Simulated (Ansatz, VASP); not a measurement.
**SnSe: VASP beside Ansatz**

```
CELL_PARAMETERS angstrom
-0.03010 2.99495 2.99495
2.99495 -0.03010 2.99495
2.99495 2.99495 -0.03010
ATOMIC_POSITIONS crystal
Sn 0.00000 0.00000 0.00000
Se 0.50000 0.50000 0.50000
```

Change from the starting cell: equal xy, yz and zx shear strains of -1 %.

Alike in both runs: task single point; functional PBEsol; k mesh 7 × 7 × 7; occupations fermi-dirac, width 0.01 eV; no spin polarisation.

|  | VASP | Ansatz |
| --- | --- | --- |
| version | VASP 6.6.1 | Ansatz 0.2.0 |
| potentials or method | VASP PAW PBE potentials, release 64 (Sn_d, Se), cutoff 520 eV | all-electron LAPW, scalar-relativistic |

VASP gave:

| Property | Result |
| --- | --- |
| gap on the k mesh at the Fermi level (eV) | 0.63 |
| pressure (GPa) | -1.9 |
| traceless stress, the component that is largest in VASP (GPa) | 0.18 |

**Question.** Which values does Ansatz return?

**Answer.** gap on the k mesh at the Fermi level (eV): 0.64; pressure (GPa): -1.9; traceless stress, the component that is largest in VASP (GPa): 0.18.

VASP's potentials were made for PBE, not for PBEsol. Ansatz ran all-electron here, and VASP with PAW potentials.
